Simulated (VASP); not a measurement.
# HfC (WC type) (P-6m2) in VASP: further runs

The runs below take HfC (WC type) through single point, with PBE.

All numbers are computed with VASP 6.6.1; they aren't measurements. Logs are shortened: lines on timing, memory, paths and dates and some standing lists are left out, and cuts for length are marked.

## Step 1: The cell of the first run

The structure is hexagonal, space group P-6m2 (No. 187). The conventional cell has a = 2.771 Å, b = 2.771 Å, c = 2.644 Å, α = 90.00°, β = 90.00°, γ = 120.00°. Hf (site symmetry -6m2) has 6 C at 2.08 Å and 2 Hf at 2.64 Å within 2.7 Å. Within 2.7 Å of C (site symmetry -6m2) lie 6 Hf at 2.08 Å and 2 C at 2.64 Å.

## Step 2: Single point, PBE

Input file INCAR:

```
SYSTEM = HfC
ALGO     = Normal         ! electronic algorithm
EDIFF    = 1E-7           ! SCF threshold, eV
ENCUT    = 520            ! plane-wave cutoff, eV
GGA      = PE             ! functional
ISIF     = 2              ! what is computed and relaxed
ISMEAR   = -1             ! smearing method
LASPH    = .TRUE.         ! aspherical terms in the spheres
LCHARG   = .FALSE.        ! write CHGCAR
LREAL    = .FALSE.        ! projectors in reciprocal space
LWAVE    = .FALSE.        ! write WAVECAR
NBANDS   = 14             ! bands
NELM     = 100            ! most SCF steps
PREC     = Accurate       ! precision mode
SIGMA    = 0.1            ! smearing width, eV
```

Input file KPOINTS:

```
k-points
0
G
  16 16 15
  0 0 0
```

Input file POSCAR:

```
HfC
1.0
    2.7713435504      0.0000000000      0.0000000000
   -1.3856717752      2.4000539172      0.0000000000
    0.0000000000      0.0000000000      2.6438708147
Hf C
1 1
Direct
    0.0000000000      0.0000000000      0.0000000000
    0.3333333333      0.6666666667      0.5000000000
```

Potentials or basis: VASP PAW PBE potentials, release 64 (Hf_pv, C).

Launch:

```console
> cat potpaw_PBE.64/Hf_pv/POTCAR potpaw_PBE.64/C/POTCAR > POTCAR
> mpirun -np 1 vasp_std > vasp.out
```

OUTCAR:

```text
SYSTEM = HfC
   EDIFF = 1E-7
   ENCUT = 520
   GGA = PE
   ISIF = 2
   ISMEAR = -1
   LASPH = .TRUE.
   LREAL = .FALSE.
   NELM = 100
   PREC = Accurate

 ion  position               nearest neighbor table
   1  0.000  0.000  0.000-   2 2.08   2 2.08   2 2.08   2 2.08   2 2.08   2 2.08
   2  0.333  0.667  0.500-   1 2.08   1 2.08   1 2.08   1 2.08   1 2.08   1 2.08

  LATTYP: Found a hexagonal cell.
 ALAT       =     2.7713435504
 C/A-ratio  =     0.9540032719

  Lattice vectors:

 A1 = (   2.7713435504,   0.0000000000,   0.0000000000)
 A2 = (  -1.3856717752,   2.4000539172,   0.0000000000)
 A3 = (   0.0000000000,   0.0000000000,   2.6438708147)

Analysis of symmetry for initial positions (statically):
=====================================================================
 Subroutine PRICEL returns:
 Original cell was already a primitive cell.

 Routine SETGRP: Setting up the symmetry group for a
 hexagonal supercell.

 Subroutine GETGRP returns: Found 12 space group operations
 (whereof 12 operations were pure point group operations)
 out of a pool of 24 trial point group operations.

The static configuration has the point symmetry D_3h.

Analysis of symmetry for dynamics (positions and initial velocities):
=====================================================================
 Subroutine PRICEL returns:
 Original cell was already a primitive cell.

 Routine SETGRP: Setting up the symmetry group for a
 hexagonal supercell.

 Subroutine GETGRP returns: Found 12 space group operations
 (whereof 12 operations were pure point group operations)
 out of a pool of 24 trial point group operations.

The dynamic configuration has the point symmetry D_3h.

 Subroutine INISYM returns: Found 12 space group operations
 (whereof 12 operations are pure point group operations),
 and found     1 'primitive' translations

----------------------------------------------------------------------------------------

                                     Primitive cell

  volume of cell :      17.5854

  direct lattice vectors                    reciprocal lattice vectors
     2.771343550  0.000000000  0.000000000     0.360835812  0.208328653  0.000000000
    -1.385671775  2.400053917  0.000000000     0.000000000  0.416657306  0.000000000
     0.000000000  0.000000000  2.643870815     0.000000000  0.000000000  0.378233306

  length of vectors
     2.771343550  2.771343550  2.643870815     0.416657306  0.416657306  0.378233306

  position of ions in fractional coordinates (direct lattice)
     0.000000000  0.000000000  0.000000000
     0.333333333  0.666666667  0.500000000

  ion indices of the primitive-cell ions
   primitive index   ion index
                 1           1
                 2           2

----------------------------------------------------------------------------------------

 KPOINTS: k-points

Automatic generation of k-mesh.
 Grid dimensions read from file:
 generate k-points for:   16   16   15

 Generating k-lattice:

  Cartesian coordinates                     Fractional coordinates (reciprocal lattice)
     0.022552238  0.013020541  0.000000000     0.062500000 -0.000000000  0.000000000
     0.000000000  0.026041082  0.000000000     0.000000000  0.062500000  0.000000000
     0.000000000  0.000000000  0.025215554     0.000000000  0.000000000  0.066666667

  Length of vectors
     0.026041082  0.026041082  0.025215554

  Shift w.r.t. Gamma in fractional coordinates (k-lattice)
     0.000000000  0.000000000  0.000000000

 Subroutine IBZKPT returns following result:
 ===========================================

 Found    240 irreducible k-points:

 Following reciprocal coordinates:
            Coordinates               Weight
  0.000000  0.000000  0.000000      1.000000
  0.062500  0.000000  0.000000      6.000000
  0.125000  0.000000  0.000000      6.000000
  0.187500  0.000000  0.000000      6.000000
  0.250000  0.000000  0.000000      6.000000
  0.312500  0.000000  0.000000      6.000000
[... 16 lines left out ...]
  0.187500  0.187500  0.000000      6.000000
  0.250000  0.187500  0.000000     12.000000
 [... further k-points ...]
   k-points           NKPTS =    240   k-points in BZ     NKDIM =    240   number of bands    NBANDS=     14
   number of dos      NEDOS =    301   number of ions     NIONS =      2
   total plane-waves  NPLWV =  11520
   dimension x,y,z NGX =    24 NGY =   24 NGZ =   20
   dimension x,y,z NGXF=    48 NGYF=   48 NGZF=   40
   ions per type =               1   1
   NGX,Y,Z   is equivalent  to a cutoff of  14.40, 14.40, 12.58 a.u.
   NGXF,Y,Z  is equivalent  to a cutoff of  28.79, 28.79, 25.15 a.u.
 SYSTEM =  HfC
   PREC   = accura    normal or accurate (medium, high low for compatibility)
   ISTART =      0    job   : 0-new  1-cont  2-samecut
   ICHARG =      2    charge: 1-file 2-atom 10-const
   ISPIN  =      1    spin polarized calculation?
   LNONCOLLINEAR =      F non collinear calculations
   LSORBIT =      F    spin-orbit coupling
   LASPH  =      T    aspherical Exc in radial PAW
   ENCUT  =  520.0 eV  38.22 Ry    6.18 a.u.   5.15  5.15  4.92*2*pi/ulx,y,z
   NELM   =    100;   NELMIN=  2; NELMDL= -5     # of ELM steps
   EDIFF  = 0.1E-06   stopping-criterion for ELM
   LREAL  =      F    real-space projection
   EDIFFG = 0.1E-05   stopping-criterion for IOM
   NSW    =      0    number of steps for IOM
   IBRION =     -1    ionic relax: 0-MD 1-quasi-New 2-CG
   NFREE  =      0    steps in history (QN), initial steepest desc. (CG)
   ISIF   =      2    stress and relaxation
   ISYM   =      2    0-nonsym 1-usesym 2-fastsym
   POTIM  = 0.5000    time-step for ionic-motion
   TEBEG  =    0.0;   TEEND  =   0.0 temperature during run
   PSTRESS=    0.0 pullay stress
   NELECT =      14.0000    total number of electrons
   NUPDOWN=      -1.0000    fix difference up-down
   EMIN   =  10.00;   EMAX   =-10.00  energy-range for DOS
   EFERMI =   0.00;   METHOD = LEGACY
   ISMEAR =    -1;   SIGMA  =   0.10  broadening in eV -4-tet -1-fermi 0-gaus
   EFERMI_NEDOS =   21; number of points for ismear=-14 and -15
   IALGO  =     38    algorithm
   IMIX   =      4    mixing-type and parameters
     AMIX     =   0.40;   BMIX     =  1.00
     AMIX_MAG =   1.60;   BMIX_MAG =  1.00
  volume/ion in A,a.u.               =       8.79        59.34
  Fermi-wavevector in a.u.,A,eV,Ry     =   1.517284  2.867252 31.322677  2.302152
  Thomas-Fermi vector in A             =   2.626560
   LORBIT       =      0    0 simple, 1 ext, 2 COOP (PROOUT), +10 PAW based schemes
   GGA     = PE    functional components
   LHFCALC =     F    Hartree Fock is set to
   AEXX    =    0.0000 exact exchange contribution
   IVDW    =     0    specifies the selected vdW correction
   LEPSILON=     F    determine dielectric tensor
   LRPA    =     F    only Hartree local field effects (RPA)
 non-spin polarized calculation
  energy-cutoff  :      520.00
  volume of cell :       17.59
 maximum number of plane-waves:       482
 NGX is ok and might be reduce to    24
   NGX = 11   NGY = 11   NGZ =  9

 number of electron      14.0000000 magnetization

 Free energy of the ion-electron system (eV)
  ---------------------------------------------------
  ext. energy  EPLUGINS =         0.00000000
  ---------------------------------------------------
  free energy    TOTEN  =       -16.11504099 eV

  energy without entropy =      -16.09950340  energy(sigma->0) =      -16.10727220

 E-fermi :   9.1080     XC(G=0): -14.1125

 val. band max:        9.0912917268   @ k =   0.2500   0.1875   0.4667
 cond. band min:       9.1231339068   @ k =   0.1250   0.1250   0.0000
 fundamental gap:      0.0318421800
 Fermi energy:         9.1079511129

 k-point     1 :       0.0000    0.0000    0.0000
  band No.  band energies     occupation
      1     -19.0205      2.00000
      2     -19.0205      2.00000
      3     -18.9096      2.00000
      4      -4.8104      2.00000
      5       6.4270      2.00000
      6       6.8005      2.00000
      7       6.8005      2.00000
      8      11.1870      0.00000
      9      17.2049      0.00000
     10      18.1713      0.00000
     11      18.1713      0.00000
     12      18.5404      0.00000
     13      18.5404      0.00000
     14      24.5423      0.00000

 k-point     2 :       0.0625    0.0000    0.0000
  band No.  band energies     occupation
      1     -19.1409      2.00000
      2     -19.0440      2.00000
      3     -18.8947      2.00000
      4      -4.6457      2.00000
      5       6.3526      2.00000
      6       6.7593      2.00000
      7       6.9297      2.00000
      8      10.9305      0.00000
      9      17.4087      0.00000
     10      18.0986      0.00000
     11      18.4153      0.00000
     12      18.4812      0.00000
     13      18.5310      0.00000
     14      24.5421      0.00000

 k-point     3 :       0.1250    0.0000    0.0000
  band No.  band energies     occupation
      1     -19.4709      2.00000
      2     -19.1106      2.00000
      3     -18.8520      2.00000
      4      -4.1876      2.00000
      5       5.8215      2.00000
      6       7.0424      2.00000
      7       7.3006      2.00000
      8      10.2872      0.00002
      9      17.1715      0.00000
     10      17.8981      0.00000
     11      18.3400      0.00000
     12      18.9879      0.00000
     13      19.3148      0.00000
     14      24.5423      0.00000
[... 324 lines left out ...]
 k-point    23 :       0.1875    0.1875    0.0000
  band No.  band energies     occupation
      1     -20.8351      2.00000
      2     -19.6846      2.00000
      3     -18.6137      2.00000
      4      -1.6967      2.00000
      5       3.9820      2.00000
      6       7.9512      1.99998
      7       8.1621      1.99984
      8       9.0678      1.19799
      9      15.1327      0.00000
     10      15.7845      0.00000
     11      19.0789      0.00000
     12      21.7507      0.00000
     13      23.6692      0.00000
     14      24.5840      0.00000

 k-point    24 :       0.2500    0.1875    0.0000
  band No.  band energies     occupation
      1     -21.0858      2.00000
      2     -19.8940      2.00000
      3     -18.5514      2.00000
      4      -0.9833      2.00000
      5       3.7666      2.00000
      6       7.5355      2.00000
      7       7.7787      2.00000
      8       9.8408      0.00131
      9      14.8716      0.00000
     10      15.1295      0.00000
     11      19.5311      0.00000
     12      22.3978      0.00000
     13      24.0395      0.00000
     14      24.5988      0.00000

 [... further k-points ...]

------------------------ aborting loop because EDIFF is reached ----------------------------------------

  FORCE on cell =-STRESS in cart. coord.  units (eV):
  Direction    XX          YY          ZZ          XY          YZ          ZX
  --------------------------------------------------------------------------------------
  -------------------------------------------------------------------------------------
  Total       18.8027271     18.8027271     18.5989297      0.0000000      0.0000000      0.0000000
  in kB     1713.0886197   1713.0886196   1694.5209356      0.0000000      0.0000000      0.0000000
  external PRESSURE =    1706.8993916 kB  Pullay stress =       0.0000000 kB

 VOLUME and BASIS-vectors are now :
 -----------------------------------------------------------------------------
  energy-cutoff  :      520.00
  volume of cell :       17.59
      direct lattice vectors                 reciprocal lattice vectors
     2.771343550  0.000000000  0.000000000     0.360835812  0.208328653  0.000000000
    -1.385671775  2.400053917  0.000000000     0.000000000  0.416657306  0.000000000
     0.000000000  0.000000000  2.643870815     0.000000000  0.000000000  0.378233306

 POSITION                                       TOTAL-FORCE (eV/Angst)
 -----------------------------------------------------------------------------------
      0.00000      0.00000      0.00000        -0.000000     -0.000000      0.000000
     -0.00000      1.60004      1.32194         0.000000      0.000000      0.000000
 -----------------------------------------------------------------------------------
    total drift:                                0.000000     -0.000000     -0.000000

  FREE ENERGIE OF THE ION-ELECTRON SYSTEM (eV)
  ---------------------------------------------------
  free  energy   TOTEN  =       -16.1150409925 eV

  energy  without entropy=      -16.0995034041  energy(sigma->0) =      -16.10727220
```

It took 38 s on 1 thread of Intel Xeon 6975P-C (Granite Rapids), shared host; peak memory 0.19 GiB.

What came out:

```
Free energy            : -16.1150 eV
Pressure               : 170.7 GPa
Band gap on the k mesh : zero (band 7 reaches 10.11 eV, above the bottom of band 8 at 8.54 eV)
```

Levels at points of the mesh, in eV from the Fermi level:
| k point | band 4 | band 5 | band 6 | band 7 | band 8 | band 9 | band 10 | band 11 |
| --- | --- | --- | --- | --- | --- | --- | --- | --- |
| (0.00, 0.00, 0.00) | -13.92 | -2.68 | -2.31 | -2.31 | 2.08 | 8.10 | 9.06 | 9.06 |
| (0.50, 0.00, 0.00) | -10.09 | -5.41 | -2.12 | -1.79 | 1.09 | 7.46 | 9.59 | 10.09 |

Caveat: spin-orbit coupling is left out, which moves the levels of the heavy elements.

## Step 3: Single point, PBE

Input file INCAR:

```
SYSTEM = HfC
PREC     = Accurate       ! precision mode
ENCUT    = 520            ! plane-wave cutoff, eV
EDIFF    = 1E-7           ! SCF threshold, eV
ISMEAR   = -1             ! smearing method
SIGMA    = 0.1            ! smearing width, eV
LREAL    = .FALSE.        ! projectors in reciprocal space
LASPH    = .TRUE.         ! aspherical terms in the spheres
NELM     = 100            ! most SCF steps
ALGO     = Normal         ! electronic algorithm
ISIF     = 2              ! what is computed and relaxed
LWAVE    = .FALSE.        ! write WAVECAR
LCHARG   = .FALSE.        ! write CHGCAR
GGA      = PE             ! functional
NBANDS   = 14             ! bands
```

Input file KPOINTS:

```
Automatic mesh
0
G
  16 16 15
  0 0 0
```

Input file POSCAR:

```
HfC
1.0
    2.7716289478      0.0000000000      0.0000000000
   -1.3858144739      2.4003010786      0.0000000000
    0.0000000000      0.0000000000      2.6443325380
Hf C
1 1
Direct
    0.0000000000      0.0000000000      0.0000000000
    0.3333333333      0.6666666667      0.5000000000
```

Potentials or basis: VASP PAW PBE potentials, release 64 (Hf_pv, C).

Launch:

```console
> cat potpaw_PBE.64/Hf_pv/POTCAR potpaw_PBE.64/C/POTCAR > POTCAR
> mpirun -np 1 vasp_std > vasp.out
```

Wall time 34 s (1 thread of Intel Xeon 6975P-C (Granite Rapids), shared host); peak memory 0.18 GiB.

Results (log left out):

```yaml
Free_energy: -16.1222 eV
Pressure: 170.4 GPa
Band_gap_on_the_k_mesh: zero (band 7 reaches 10.10 eV, above the bottom of band 8 at 8.54 eV)
```

Stress tensor (GPa, compression positive):
```
171.05   0.00   0.00
  0.00 171.05   0.00
  0.00   0.00 169.10
```

Levels at points of the mesh, in eV from the Fermi level:
```csv
k point,band 5,band 6,band 7,band 8,band 9,band 10
"(0.00, 0.00, 0.00)",-2.68,-2.31,-2.31,2.08,8.10,9.06
"(0.50, 0.00, 0.00)",-5.41,-2.12,-1.79,1.09,7.46,9.59
```

Caveat: spin-orbit coupling is left out, which moves the levels of the heavy elements.
